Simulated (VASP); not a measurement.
# CoO (I-4m2) in VASP: relaxation of shape and atoms at fixed volume with PBE

Aim: the relaxation of shape and atoms at fixed volume of CoO with PBE.

All numbers are computed with VASP 6.6.1; they aren't measurements. Logs are shortened: lines on timing, memory, paths and dates and some standing lists are left out, and cuts for length are marked.

### 1 The cell of the first run

It takes space group I-4m2 (No. 119, tetragonal). The conventional cell has a = 3.183 Å, b = 3.183 Å, c = 4.387 Å, α = 90.00°, β = 90.00°, γ = 90.00°. Co (site symmetry -4m2) has 4 O at 1.93 Å within 2.6 Å. O (site symmetry -4m2) has 4 Co at 1.93 Å within 2.6 Å.

### 2 Relaxation of shape and atoms at fixed volume, PBE, collinear spin, antiferromagnetic start (11.11 Å³/atom)

Contents of INCAR:

```
  PREC = Accurate
  ENCUT = 600
  EDIFF = 1E-6
  ISMEAR = 0
  SIGMA = 0.05
  LREAL = False
  LASPH = True
  NELM = 150
  ALGO = Fast
  ISIF = 4
  LWAVE = False
  LCHARG = False
  ISPIN = 2
  MAGMOM = 2.24 -2.24 0 0
  LORBIT = 11
  LMAXMIX = 4
  GGA = PE
  IBRION = 2
  NSW = 60
  EDIFFG = -0.01
```

Contents of KPOINTS:

```
regular mesh
0
Gamma
  12 12 6
```

Contents of POSCAR:

```
CoO
1.0
    0.0000000000      2.2504736739      2.2504736738
    4.3866360126      2.2504736739      2.2504736738
    4.3866360126      4.5009473477      0.0000000000
Co O
2 2
Direct
    0.0000000000      0.0000000000      0.0000000000
    0.0000000000      0.0000000000      0.5000000000
    0.2500006561      0.2499993439      0.0000000000
    0.2499993439      0.2500006561      0.5000000000
```

Potentials or basis: VASP PAW PBE potentials, release 64 (Co, O).

The run is started by

```console
cat potpaw_PBE.64/Co/POTCAR potpaw_PBE.64/O/POTCAR > POTCAR
mpirun -np 1 vasp_std > vasp.out
```

OUTCAR:

```text
PREC = Accurate
   ENCUT = 600
   EDIFF = 1E-6
   ISMEAR = 0
   LREAL = False
   LASPH = True
   NELM = 150
   ISIF = 4
   ISPIN = 2
   LORBIT = 11
   GGA = PE
   IBRION = 2
   NSW = 60
   EDIFFG = -0.01

 ion  position               nearest neighbor table
   1  0.000  0.000  0.000-   4 1.93   4 1.93   3 1.93   3 1.93
   2  0.000  0.000  0.500-   3 1.93   3 1.93   4 1.93   4 1.93
   3  0.250  0.250  0.000-   1 1.93   1 1.93   2 1.93   2 1.93
   4  0.250  0.250  0.500-   1 1.93   1 1.93   2 1.93   2 1.93

  LATTYP: Found a simple tetragonal cell.
 ALAT       =     3.1826503913
 C/A-ratio  =     1.3782965369

  Lattice vectors:

 A1 = (   0.0000000000,  -2.2504736739,  -2.2504736738)
 A2 = (   0.0000000000,   2.2504736738,  -2.2504736738)
 A3 = (   4.3866360126,   0.0000000000,   0.0000000000)

Analysis of symmetry for initial positions (statically):
=====================================================================
 Subroutine PRICEL returns following result:

  LATTYP: Found a body centered tetragonal cell.
 ALAT       =     3.1826503913
 C/A-ratio  =     1.3782965370

  Lattice vectors:

 A1 = (  -2.1933180063,  -0.0000000000,  -2.2504736738)
 A2 = (  -2.1933180063,   0.0000000000,   2.2504736738)
 A3 = (   2.1933180063,   2.2504736739,   0.0000000000)

   2 primitive cells build up your supercell.

 Routine SETGRP: Setting up the symmetry group for a
 simple tetragonal supercell.

 Subroutine GETGRP returns: Found  8 space group operations
 (whereof  8 operations were pure point group operations)
 out of a pool of 16 trial point group operations.

The static configuration has the point symmetry D_2d.

Analysis of symmetry for dynamics (positions and initial velocities):
=====================================================================
 Subroutine PRICEL returns following result:

  LATTYP: Found a body centered tetragonal cell.
 ALAT       =     3.1826503913
 C/A-ratio  =     1.3782965370

  Lattice vectors:

 A1 = (  -2.1933180063,  -0.0000000000,  -2.2504736738)
 A2 = (  -2.1933180063,   0.0000000000,   2.2504736738)
 A3 = (   2.1933180063,   2.2504736739,   0.0000000000)

   2 primitive cells build up your supercell.

 Routine SETGRP: Setting up the symmetry group for a
 simple tetragonal supercell.

 Subroutine GETGRP returns: Found  8 space group operations
 (whereof  8 operations were pure point group operations)
 out of a pool of 16 trial point group operations.

The dynamic configuration has the point symmetry D_2d.

Analysis of structural, dynamic, and magnetic symmetry:
=====================================================================
 Subroutine PRICEL returns following result:

  LATTYP: Found a body centered tetragonal cell.
 ALAT       =     3.1826503913
 C/A-ratio  =     1.3782965370

  Lattice vectors:

 A1 = (  -2.1933180063,  -0.0000000000,  -2.2504736738)
 A2 = (  -2.1933180063,   0.0000000000,   2.2504736738)
 A3 = (   2.1933180063,   2.2504736739,   0.0000000000)

   2 primitive cells build up your supercell.

 Routine SETGRP: Setting up the symmetry group for a
 simple tetragonal supercell.

 Subroutine GETGRP returns: Found  8 space group operations
 (whereof  8 operations were pure point group operations)
 out of a pool of 16 trial point group operations.

The overall configuration has the point symmetry D_2d.

 Subroutine INISYM returns: Found  8 space group operations
 (whereof  8 operations are pure point group operations),
 and found     2 'primitive' translations

----------------------------------------------------------------------------------------

                                     Primitive cell

  volume of cell :      22.2167

  direct lattice vectors                    reciprocal lattice vectors
    -2.193318006 -0.000000000 -2.250473674    -0.227965119  0.222175449 -0.222175449
    -2.193318006  0.000000000  2.250473674    -0.227965119  0.222175449  0.222175449
     2.193318006  2.250473674  0.000000000     0.000000000  0.444350899 -0.000000000

  length of vectors
     3.142495129  3.142495129  3.142495129     0.388190618  0.388190618  0.444350899

  position of ions in fractional coordinates (direct lattice)
     0.000000000  0.000000000  0.000000000
     0.750000656  0.250000656  0.500000000

  ion indices of the primitive-cell ions
   primitive index   ion index
                 1           1
                 2           3

----------------------------------------------------------------------------------------

 KPOINTS: regular mesh

Automatic generation of k-mesh.
 Grid dimensions read from file:
 generate k-points for:   12   12    6

 Generating k-lattice:

  Cartesian coordinates                     Fractional coordinates (reciprocal lattice)
    -0.018997093  0.018514621  0.018514621     0.083333333  0.000000000  0.000000000
     0.018997093 -0.018514621  0.018514621     0.000000000  0.083333333  0.000000000
     0.000000000  0.037029242 -0.037029242     0.000000000  0.000000000  0.166666667

  Length of vectors
     0.032349218  0.032349218  0.052367256

  Shift w.r.t. Gamma in fractional coordinates (k-lattice)
     0.000000000  0.000000000  0.000000000

 Subroutine IBZKPT returns following result:
 ===========================================

 Found    100 irreducible k-points:

 Following reciprocal coordinates:
            Coordinates               Weight
  0.000000  0.000000  0.000000      1.000000
  0.083333 -0.000000  0.000000      8.000000
  0.166667  0.000000  0.000000      8.000000
  0.250000  0.000000  0.000000      8.000000
  0.333333 -0.000000  0.000000      8.000000
  0.416667 -0.000000  0.000000      8.000000
[... 16 lines left out ...]
  0.500000  0.166667  0.000000      8.000000
 -0.416667  0.166667 -0.000000     16.000000
 [... further k-points ...]
   k-points           NKPTS =    100   k-points in BZ     NKDIM =    100   number of bands    NBANDS=     19
   number of dos      NEDOS =    301   number of ions     NIONS =      4
   total plane-waves  NPLWV =  67200
   dimension x,y,z NGX =    28 NGY =   48 NGZ =   50
   dimension x,y,z NGXF=    56 NGYF=   96 NGZF=  100
   ions per type =               2   2
   NGX,Y,Z   is equivalent  to a cutoff of  14.63, 14.72, 13.23 a.u.
   NGXF,Y,Z  is equivalent  to a cutoff of  29.25, 29.45, 26.45 a.u.
 SYSTEM =  unknown system
   PREC   = accura    normal or accurate (medium, high low for compatibility)
   ISTART =      0    job   : 0-new  1-cont  2-samecut
   ICHARG =      2    charge: 1-file 2-atom 10-const
   ISPIN  =      2    spin polarized calculation?
   LNONCOLLINEAR =      F non collinear calculations
   LSORBIT =      F    spin-orbit coupling
   LASPH  =      T    aspherical Exc in radial PAW
   ENCUT  =  600.0 eV  44.10 Ry    6.64 a.u.   6.36 10.82 12.55*2*pi/ulx,y,z
   NELM   =    150;   NELMIN=  2; NELMDL= -5     # of ELM steps
   EDIFF  = 0.1E-05   stopping-criterion for ELM
   LREAL  =      F    real-space projection
   EDIFFG = -.1E-01   stopping-criterion for IOM
   NSW    =     60    number of steps for IOM
   IBRION =      2    ionic relax: 0-MD 1-quasi-New 2-CG
   NFREE  =      1    steps in history (QN), initial steepest desc. (CG)
   ISIF   =      4    stress and relaxation
   ISYM   =      2    0-nonsym 1-usesym 2-fastsym
   POTIM  = 0.5000    time-step for ionic-motion
   TEBEG  =    0.0;   TEEND  =   0.0 temperature during run
   PSTRESS=    0.0 pullay stress
   NELECT =      30.0000    total number of electrons
   NUPDOWN=      -1.0000    fix difference up-down
   EMIN   =  10.00;   EMAX   =-10.00  energy-range for DOS
   EFERMI =   0.00;   METHOD = LEGACY
   ISMEAR =     0;   SIGMA  =   0.05  broadening in eV -4-tet -1-fermi 0-gaus
   EFERMI_NEDOS =   21; number of points for ismear=-14 and -15
   IALGO  =     68    algorithm
   IMIX   =      4    mixing-type and parameters
     AMIX     =   0.40;   BMIX     =  1.00
     AMIX_MAG =   1.60;   BMIX_MAG =  1.00
  volume/ion in A,a.u.               =      11.11        74.96
  Fermi-wavevector in a.u.,A,eV,Ry     =   1.436191  2.714007 28.063969  2.062644
  Thomas-Fermi vector in A             =   2.555406
   LORBIT       =     11    0 simple, 1 ext, 2 COOP (PROOUT), +10 PAW based schemes
   GGA     = PE    functional components
   LHFCALC =     F    Hartree Fock is set to
   AEXX    =    0.0000 exact exchange contribution
   IVDW    =     0    specifies the selected vdW correction
   LEPSILON=     F    determine dielectric tensor
   LRPA    =     F    only Hartree local field effects (RPA)
 conjugate gradient relaxation of ions
 spin polarized calculation
 RMM-DIIS sequential band-by-band and
 Gauss-broadening in eV      SIGMA  =   0.05
  energy-cutoff  :      600.00
  volume of cell :       44.43
 maximum number of plane-waves:      1499
 NGX is ok and might be reduce to    28
   NGX = 13   NGY = 21   NGZ = 25

--------------------------------------- Ionic step        1  -------------------------------------------

 number of electron      29.9999996 magnetization       0.0000000

 Free energy of the ion-electron system (eV)
  ---------------------------------------------------
  ext. energy  EPLUGINS =         0.00000000
  ---------------------------------------------------
  free energy    TOTEN  =       -26.91598928 eV

  energy without entropy =      -26.91413781  energy(sigma->0) =      -26.91506355

------------------------ aborting loop because EDIFF is reached ----------------------------------------

  FORCE on cell =-STRESS in cart. coord.  units (eV):
  Direction    XX          YY          ZZ          XY          YZ          ZX
  --------------------------------------------------------------------------------------
  -------------------------------------------------------------------------------------
  Total        0.6034453      0.6774400      0.6774400      0.0000000      0.0000000     -0.0000000
  in kB       21.7590050     24.4271025     24.4271025      0.0000000      0.0000000     -0.0000000
  external PRESSURE =      23.5377367 kB  Pullay stress =       0.0000000 kB
[... 61 lines left out ...]
  energy  without entropy=      -26.9141761485  energy(sigma->0) =      -26.91510361

--------------------------------------- Ionic step        3  -------------------------------------------

 number of electron      29.9999997 magnetization       0.0000000

 Free energy of the ion-electron system (eV)
  ---------------------------------------------------
  ext. energy  EPLUGINS =         0.00000000
  ---------------------------------------------------
  free energy    TOTEN  =       -26.91611348 eV

  energy without entropy =      -26.91424692  energy(sigma->0) =      -26.91518020

 E-fermi :   6.6678     XC(G=0): -11.3521

 val. band max:        6.6641405120   @ k =   0.4167  -0.2500   0.1667
 cond. band min:       6.6835839518   @ k =   0.4167   0.4167   0.3333
 fundamental gap:      0.0194434399
 Fermi energy:         6.6678460416

 spin component 1

 k-point     1 :       0.0000    0.0000    0.0000
  band No.  band energies     occupation
      1     -13.6336      1.00000
      2     -12.7318      1.00000
      3      -0.6243      1.00000
      4       0.4817      1.00000
      5       0.4818      1.00000
      6       0.5721      1.00000
[... 11 lines left out ...]
     18       8.4629      0.00000
     19       8.4633      0.00000
[... 491 lines left out ...]
      5       0.4710      1.00000
      6       0.7947      1.00000
[... 11 lines left out ...]
     18       7.8748      0.00000
     19      12.3659      0.00000

 [... further k-points ...]

 spin component 2

 k-point     1 :       0.0000    0.0000    0.0000
  band No.  band energies     occupation
      1     -13.6336      1.00000
      2     -12.7318      1.00000
      3      -0.6243      1.00000
      4       0.4818      1.00000
      5       0.4818      1.00000
      6       0.5721      1.00000
[... 11 lines left out ...]
     18       8.4628      0.00000
     19       8.4632      0.00000
[... 537 lines left out ...]
  FREE ENERGIE OF THE ION-ELECTRON SYSTEM (eV)
  ---------------------------------------------------
  free  energy   TOTEN  =       -26.9161134838 eV

  energy  without entropy=      -26.9142469195  energy(sigma->0) =      -26.91518020

 reached required accuracy - stopping structural energy minimisation

 total charge

# of ion       s       p       d       tot
------------------------------------------
    1        0.359   0.469   7.241   8.069
    2        0.359   0.469   7.241   8.069
    3        1.549   3.451   0.000   5.001
    4        1.549   3.451   0.000   5.001
--------------------------------------------------
tot          3.816   7.840  14.482  26.139

 magnetization (x)

# of ion       s       p       d       tot
------------------------------------------
    1        0.008   0.048   2.094   2.149
    2       -0.008  -0.048  -2.094  -2.149
    3        0.000   0.000   0.000   0.000
    4        0.000   0.000   0.000   0.000
--------------------------------------------------
tot          0.000   0.000   0.000   0.000
```

It took 23 min on 1 thread of Oxide Virtual Turin-like, shared host; peak memory 0.37 GiB.

Results:

```
Free energy                                           : -26.9161 eV
Energy gained by relaxing                             : 0.0 meV/atom
Ionic steps                                           : 3
Pressure after relaxing                               : 2.3 GPa
Band gap on the k mesh                                : zero (filled and empty bands overlap)
Net moment                                            : 0.00 μB per cell
Site moments                                          : Co +2.15, -2.15; O +0.00 μB
Valence electrons inside the program's atomic spheres : Co 8.07; O 5.00
```

Step by step:
```csv
step,energy change (eV),largest force (eV/Å),pressure (GPa),volume (Å³)
1,0.0000,0.0000,2.35,44.43
2,0.0000,0.0000,2.34,44.43
3,-0.0001,0.0000,2.33,44.43
```

Final structure:
```
CELL_PARAMETERS angstrom
0.00000 2.25315 2.25315
4.37620 2.25315 2.25315
4.37620 4.50631 0.00000
ATOMIC_POSITIONS crystal
Co 0.00000 0.00000 0.00000
Co 0.00000 0.00000 0.50000
O 0.25000 0.25000 0.00000
O 0.25000 0.25000 0.50000
```

Levels at points of the mesh, in eV from the Fermi level:
Spin up:
```csv
k point,band 13,band 14,band 15,band 16,band 17,band 18
"(0.00, 0.00, 0.00)",-1.15,-0.83,-0.58,0.17,1.51,1.80
"(0.50, 0.00, 0.00)",-1.30,-0.72,-0.27,0.63,1.15,1.40
"(0.50, 0.50, 0.00)",-1.60,-0.60,-0.52,-0.07,-0.07,0.69
"(0.00, 0.00, 0.50)",-1.40,-0.66,0.13,0.51,0.53,1.48
"(0.50, 0.00, 0.50)",-1.69,-0.58,-0.10,-0.09,0.07,0.77
"(0.00, 0.50, 0.50)",-0.74,-0.74,-0.01,1.32,1.56,1.56
```
Spin down:
| k point | band 12 | band 13 | band 14 | band 15 | band 16 | band 17 | band 18 | band 19 |
| --- | --- | --- | --- | --- | --- | --- | --- | --- |
| (0.00, 0.00, 0.00) | -1.15 | -1.15 | -0.83 | -0.58 | 0.17 | 1.51 | 1.79 | 1.80 |
| (0.50, 0.00, 0.00) | -1.44 | -1.30 | -0.72 | -0.27 | 0.63 | 1.15 | 1.40 | 5.60 |
| (0.50, 0.50, 0.00) | -1.91 | -1.60 | -0.60 | -0.52 | -0.07 | -0.07 | 0.69 | 5.55 |
| (0.00, 0.00, 0.50) | -1.93 | -1.40 | -0.66 | 0.13 | 0.51 | 0.53 | 1.48 | 5.34 |
| (0.50, 0.00, 0.50) | -1.90 | -1.69 | -0.58 | -0.10 | -0.09 | 0.07 | 0.77 | 7.27 |
| (0.00, 0.50, 0.50) | -0.87 | -0.74 | -0.74 | -0.01 | 1.32 | 1.56 | 1.56 | 3.06 |

Caveat: semilocal functionals often make such compounds metallic where correlation or magnetic order opens a gap, which also shifts bond lengths. With open d or f shells a metallic result of PBE can be an artefact of self-interaction; +U or a hybrid may open a gap.
